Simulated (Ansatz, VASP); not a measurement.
# Ge: VASP beside Ansatz

```
Ge
1.0
    -1.70738    1.70738    1.70738
     1.70738   -1.70738    1.70738
     1.70738    1.70738   -1.70738
Ge
1
Direct
  0.00000 0.00000 0.00000
```

Change from the starting cell: volume scaled by 1.04.

Alike in both runs: task single point; functional PBE; k mesh 20 × 20 × 20; occupations fermi-dirac, width 0.03 eV; no spin polarisation.

|  | VASP | Ansatz |
| --- | --- | --- |
| version | VASP 6.6.1 | Ansatz 0.2.0 |
| potentials or method | VASP PAW PBE potentials, release 64 (Ge_d), cutoff 520 eV | all-electron LAPW, scalar-relativistic |

Ansatz gave:

```
pressure (GPa) : -2.3
```

**Question.** Estimate VASP's values.

**Answer.** Pressure (GPa): -2.4.

Ansatz ran all-electron here, and VASP with PAW potentials.
